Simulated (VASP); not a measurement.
# Na (Cmce) in VASP: relaxation of cell and atoms with PBE

Aim: the relaxation of cell and atoms of Na with PBE.

Everything below comes from runs of VASP 6.6.1. Logs are shortened: lines on timing, memory, paths and dates and some standing lists are left out, and cuts for length are marked.

## Step 1: The cell of the first run

It takes space group Cmce (No. 64, orthorhombic). Conventional cell: a = 4.191 Å, b = 13.295 Å, c = 5.546 Å, α = 90.00°, β = 90.00°, γ = 90.00°. Within 3.6 Å of Na (site symmetry m) lie 3 Na at 2.75 to 2.79 Å.

## Step 2: Relaxation of cell and atoms, PBE

INCAR

```
PREC     = Accurate       # precision mode
ENCUT    = 600            # plane-wave cutoff, eV
EDIFF    = 1E-7           # SCF threshold, eV
ISMEAR   = 0              # smearing method
SIGMA    = 0.1            # smearing width, eV
LREAL    = False          # projectors in reciprocal space
LASPH    = True           # aspherical terms in the spheres
NELM     = 100            # most SCF steps
ALGO     = Fast           # electronic algorithm
ISIF     = 3              # what is computed and relaxed
LWAVE    = False          # write WAVECAR
LCHARG   = False          # write CHGCAR
GGA      = PE             # functional
IBRION   = 2              # ionic algorithm
NSW      = 90             # ionic steps
EDIFFG   = -0.04          # ionic threshold
```

KPOINTS

```
regular mesh
0
Gamma
  4 4 4
```

POSCAR

```
Na
1.0
    2.0955641053     -6.6475598507      0.0000000000
    2.0955641053      6.6475598507      0.0000000000
    0.0000000000      0.0000000000      5.5459642183
Na
4
Direct
    0.0980000000      0.9020000000      0.9100000000
    0.5980000000      0.4020000000      0.5900000000
    0.9020000000      0.0980000000      0.0900000000
    0.4020000000      0.5980000000      0.4100000000
```

Potentials or basis: VASP PAW PBE potentials, release 64 (Na_pv).

On the command line:

```bash
$ cat potpaw_PBE.64/Na_pv/POTCAR > POTCAR
$ mpirun -np 1 vasp_std > vasp.out
```

OUTCAR:

```text
PREC = Accurate
   ENCUT = 600
   EDIFF = 1E-7
   ISMEAR = 0
   LREAL = False
   LASPH = True
   NELM = 100
   ISIF = 3
   GGA = PE
   IBRION = 2
   NSW = 90
   EDIFFG = -0.04

 ion  position               nearest neighbor table
   1  0.098  0.902  0.910-   2 2.75   2 2.75   3 2.79
   2  0.598  0.402  0.590-   1 2.75   1 2.75   4 2.79
   3  0.902  0.098  0.090-   4 2.75   4 2.75   1 2.79
   4  0.402  0.598  0.410-   3 2.75   3 2.75   2 2.79

  LATTYP: Found a base centered orthorhombic cell.
 ALAT       =     4.1911282106
 B/A-ratio  =     3.1722054381
 C/A-ratio  =     1.3232628399

  Lattice vectors:

 A1 = (   2.0955641053,  -6.6475598507,   0.0000000000)
 A2 = (   2.0955641053,   6.6475598507,   0.0000000000)
 A3 = (   0.0000000000,   0.0000000000,   5.5459642183)

Analysis of symmetry for initial positions (statically):
=====================================================================
 Subroutine PRICEL returns:
 Original cell was already a primitive cell.

 Routine SETGRP: Setting up the symmetry group for a
 base centered orthorhombic supercell.

 Subroutine GETGRP returns: Found  8 space group operations
 (whereof  4 operations were pure point group operations)
 out of a pool of  8 trial point group operations.

The static configuration has the point symmetry C_2h.
 The point group associated with its full space group is D_2h.

Analysis of symmetry for dynamics (positions and initial velocities):
=====================================================================
 Subroutine PRICEL returns:
 Original cell was already a primitive cell.

 Routine SETGRP: Setting up the symmetry group for a
 base centered orthorhombic supercell.

 Subroutine GETGRP returns: Found  8 space group operations
 (whereof  4 operations were pure point group operations)
 out of a pool of  8 trial point group operations.

The dynamic configuration has the point symmetry C_2h.
 The point group associated with its full space group is D_2h.

 Subroutine INISYM returns: Found  8 space group operations
 (whereof  4 operations are pure point group operations),
 and found     1 'primitive' translations

----------------------------------------------------------------------------------------

                                     Primitive cell

  volume of cell :     154.5149
[... 102 lines left out ...]
   EMIN   =  10.00;   EMAX   =-10.00  energy-range for DOS
   EFERMI =   0.00;   METHOD = LEGACY
   ISMEAR =     0;   SIGMA  =   0.10  broadening in eV -4-tet -1-fermi 0-gaus
   EFERMI_NEDOS =   21; number of points for ismear=-14 and -15
   IALGO  =     68    algorithm
   IMIX   =      4    mixing-type and parameters
     AMIX     =   0.40;   BMIX     =  1.00
     AMIX_MAG =   1.60;   BMIX_MAG =  1.00
  volume/ion in A,a.u.               =      38.63       260.68
  Fermi-wavevector in a.u.,A,eV,Ry     =   0.926412  1.750664 11.677049  0.858239
  Thomas-Fermi vector in A             =   2.052371
   LORBIT       =      0    0 simple, 1 ext, 2 COOP (PROOUT), +10 PAW based schemes
   GGA     = PE    functional components
   LHFCALC =     F    Hartree Fock is set to
   AEXX    =    0.0000 exact exchange contribution
   IVDW    =     0    specifies the selected vdW correction
   LEPSILON=     F    determine dielectric tensor
   LRPA    =     F    only Hartree local field effects (RPA)
 conjugate gradient relaxation of ions
 non-spin polarized calculation
 RMM-DIIS sequential band-by-band and
 Gauss-broadening in eV      SIGMA  =   0.10
  energy-cutoff  :      600.00
  volume of cell :      154.51
 maximum number of plane-waves:      5212
   NGX = 27   NGY = 27   NGZ = 23

--------------------------------------- Ionic step        1  -------------------------------------------

 number of electron      27.9999989 magnetization

 Free energy of the ion-electron system (eV)
  ---------------------------------------------------
  ext. energy  EPLUGINS =         0.00000000
  ---------------------------------------------------
  free energy    TOTEN  =        -3.57348077 eV

  energy without entropy =       -3.54918509  energy(sigma->0) =       -3.56133293

------------------------ aborting loop because EDIFF is reached ----------------------------------------

  FORCE on cell =-STRESS in cart. coord.  units (eV):
  Direction    XX          YY          ZZ          XY          YZ          ZX
  --------------------------------------------------------------------------------------
  -------------------------------------------------------------------------------------
  Total        2.9684967      1.0658213      2.0935224      0.0000000      0.0000000      0.0000000
  in kB       30.7805858     11.0515889     21.7079059      0.0000000      0.0000000      0.0000000
  external PRESSURE =      21.1800269 kB  Pullay stress =       0.0000000 kB
[... 95 lines left out ...]
  FREE ENERGIE OF THE ION-ELECTRON SYSTEM (eV)
  ---------------------------------------------------
  free  energy   TOTEN  =        -4.2826258823 eV

  energy  without entropy=       -4.2639100164  energy(sigma->0) =       -4.27326795

 E-fermi :  -0.2522     XC(G=0):  -5.8785

 val. band max:       -0.2704926325   @ k =   0.2500   0.0000   0.2500
 cond. band min:      -0.1763843518   @ k =  -0.2500   0.2500   0.5000
 fundamental gap:      0.0941082807
 Fermi energy:        -0.2522048545

 k-point     1 :       0.0000    0.0000    0.0000
  band No.  band energies     occupation
      1     -25.5403      2.00000
      2     -25.5330      2.00000
      3     -25.5244      2.00000
      4     -25.5180      2.00000
      5     -25.5155      2.00000
      6     -25.5119      2.00000
[... 418 lines left out ...]
      5     -25.5129      2.00000
      6     -25.5129      2.00000
[... 10 lines left out ...]
     17       4.6012      0.00000
     18       4.6015      0.00000

[... ionic steps 4 to 16 ...]

--------------------------------------- Ionic step       17  -------------------------------------------

 number of electron      28.0000030 magnetization

------------------------ aborting loop because EDIFF is reached ----------------------------------------
[... 71 lines left out ...]
--------------------------------------- Ionic step       19  -------------------------------------------

 number of electron      28.0000023 magnetization

 Free energy of the ion-electron system (eV)
  ---------------------------------------------------
  ext. energy  EPLUGINS =         0.00000000
  ---------------------------------------------------
  free energy    TOTEN  =        -5.05180193 eV

  energy without entropy =       -5.04480668  energy(sigma->0) =       -5.04830431

 E-fermi :   0.1834     XC(G=0):  -6.3826

 val. band max:        0.1036303211   @ k =  -0.2500   0.2500   0.5000
 cond. band min:       0.2607077020   @ k =   0.2500   0.2500   0.0000
 fundamental gap:      0.1570773809
 Fermi energy:         0.1833754871

 k-point     1 :       0.0000    0.0000    0.0000
  band No.  band energies     occupation
      1     -24.8129      2.00000
      2     -24.8060      2.00000
      3     -24.8006      2.00000
      4     -24.7928      2.00000
      5     -24.7815      2.00000
      6     -24.7764      2.00000
[... 461 lines left out ...]
  FREE ENERGIE OF THE ION-ELECTRON SYSTEM (eV)
  ---------------------------------------------------
  free  energy   TOTEN  =        -5.0518019334 eV

  energy  without entropy=       -5.0448066828  energy(sigma->0) =       -5.04830431

 reached required accuracy - stopping structural energy minimisation
```

OSZICAR:

```text
N       E                     dE             d eps       ncg     rms          rms(c)
DAV:   1     0.224420736474E+03    0.22442E+03   -0.16156E+04   764   0.164E+03
DAV:   2     0.874772200740E+01   -0.21567E+03   -0.21333E+03   756   0.404E+02
DAV:   3    -0.342657837890E+01   -0.12174E+02   -0.11924E+02   838   0.126E+02
[... 293 lines left out ...]
RMM:   9    -0.505181395878E+01    0.26583E-04   -0.32540E-05   767   0.862E-02    0.184E-02
RMM:  10    -0.505180422014E+01    0.97386E-05   -0.15371E-05   794   0.656E-02    0.912E-03
RMM:  11    -0.505180183430E+01    0.23858E-05   -0.72388E-06   791   0.458E-02    0.253E-03
RMM:  12    -0.505180184285E+01   -0.85442E-08   -0.16765E-06   766   0.214E-02    0.655E-04
RMM:  13    -0.505180193340E+01   -0.90553E-07   -0.63675E-07   597   0.892E-03
  19 F= -.50518019E+01 E0= -.50483043E+01  d E =-.211308E-02
```

CONTCAR:

```text
Na
   1.00000000000000
     1.9587366786989524   -6.3988411168692840   -0.0000000000000000
     1.9587366786989524    6.3988411168692840    0.0000000000000000
     0.0000000000000000   -0.0000000000000000    6.1767661465450754
  Na
     4
Direct
     0.1338700858250849    0.8661299141749149    0.9998808267213576
     0.6338700858250851    0.3661299141749151    0.5001191732786424
     0.8661299141749149    0.1338700858250849    0.0001191732786424
     0.3661299141749151    0.6338700858250851    0.4998808267213576

  0.00000000E+00  0.00000000E+00  0.00000000E+00
  0.00000000E+00  0.00000000E+00  0.00000000E+00
  0.00000000E+00  0.00000000E+00  0.00000000E+00
  0.00000000E+00  0.00000000E+00  0.00000000E+00
```

Wall time 20 min (1 thread of Intel Xeon 6975P-C (Granite Rapids), shared host); peak memory 0.42 GiB.

Results:

* Free energy: -5.0518 eV
* Relaxed volume: 38.71 Å³/atom
* Relaxed cell: a = 6.692 Å, b = 6.692 Å, c = 6.177 Å, α = 90.00°, β = 90.00°, γ = 145.96°
* Space group after relaxing (to 0.05 Å): Fmmm (No. 69)
* Energy gained by relaxing: 369.6 meV/atom
* Ionic steps: 19
* Pressure after relaxing: -0.1 GPa
* Largest force after relaxing: 0.022 eV/Å
* Band gap on the k mesh: zero (band 14 reaches 0.59 eV, above the bottom of band 15 at -0.90 eV)

Forces on the atoms (eV/Å):
```
Na   0.000  0.022  0.001
Na   0.000  0.022 -0.001
Na   0.000 -0.022 -0.001
Na   0.000 -0.022  0.001
```

The path:
| step | energy change (eV) | largest force (eV/Å) | pressure (GPa) | volume (Å³) |
| --- | --- | --- | --- | --- |
| 1 | 0.0000 | 0.9835 | 2.12 | 154.51 |
| 2 | -0.3059 | 0.7911 | 1.23 | 166.20 |
| 3 | -0.7091 | 0.4039 | -0.40 | 204.48 |
| 4 | -0.7192 | 0.3694 | -0.48 | 209.94 |
| 5 | -0.7219 | 0.3401 | -0.58 | 215.00 |
| 6 | -0.8043 | 0.3410 | -0.66 | 208.33 |
| 7 | -1.0462 | 0.3241 | -0.67 | 189.12 |
| 8 | -1.3897 | 0.1737 | 0.00 | 154.20 |
| 9 | -1.3774 | 0.1059 | 1.03 | 138.51 |
| 10 | -1.4067 | 0.1191 | 0.35 | 147.45 |
| 11 | -1.4568 | 0.0365 | 0.15 | 150.93 |
| 12 | -1.4581 | 0.0466 | 0.15 | 151.52 |
| 13 | -1.4676 | 0.0310 | -0.08 | 155.81 |
| 14 | -1.4674 | 0.0156 | -0.38 | 161.00 |
| 15 | -1.4692 | 0.0222 | -0.29 | 158.08 |
| 16 | -1.4731 | 0.0229 | -0.22 | 157.63 |
| 17 | -1.4761 | 0.0221 | -0.20 | 156.63 |
| 18 | -1.4762 | 0.0236 | -0.18 | 156.86 |
| 19 | -1.4783 | 0.0217 | -0.13 | 154.83 |

Final structure:
```
CELL_PARAMETERS angstrom
1.95874 -6.39884 0.00000
1.95874 6.39884 0.00000
0.00000 0.00000 6.17677
ATOMIC_POSITIONS crystal
Na 0.13387 0.86613 0.99988
Na 0.63387 0.36613 0.50012
Na 0.86613 0.13387 0.00012
Na 0.36613 0.63387 0.49988
```

Levels at points of the mesh, in eV from the Fermi level:
| k point | band 10 | band 11 | band 12 | band 13 | band 14 | band 15 | band 16 | band 17 | band 18 |
| --- | --- | --- | --- | --- | --- | --- | --- | --- | --- |
| (0.00, 0.00, 0.00) | -24.95 | -24.95 | -24.95 | -3.17 | 0.39 | 0.59 | 0.68 | 0.99 | 3.99 |
| (0.50, 0.00, 0.00) | -24.96 | -24.96 | -24.96 | -0.47 | -0.47 | 1.32 | 1.32 | 3.06 | 3.06 |
| (0.50, 0.50, 0.00) | -24.95 | -24.95 | -24.95 | -2.36 | -2.08 | 1.29 | 1.60 | 1.80 | 2.03 |
| (0.00, 0.00, 0.50) | -24.95 | -24.95 | -24.95 | -2.16 | -2.16 | 1.31 | 1.31 | 1.67 | 1.67 |
| (0.50, 0.00, 0.50) | -24.95 | -24.95 | -24.95 | 0.41 | 0.41 | 0.58 | 0.58 | 2.12 | 2.12 |
| (0.50, 0.50, 0.50) | -24.96 | -24.95 | -24.95 | -1.37 | -1.37 | -1.09 | -1.09 | 5.60 | 5.60 |

Caveat: the k points lie up to 0.42 Å⁻¹ apart in the final cell.
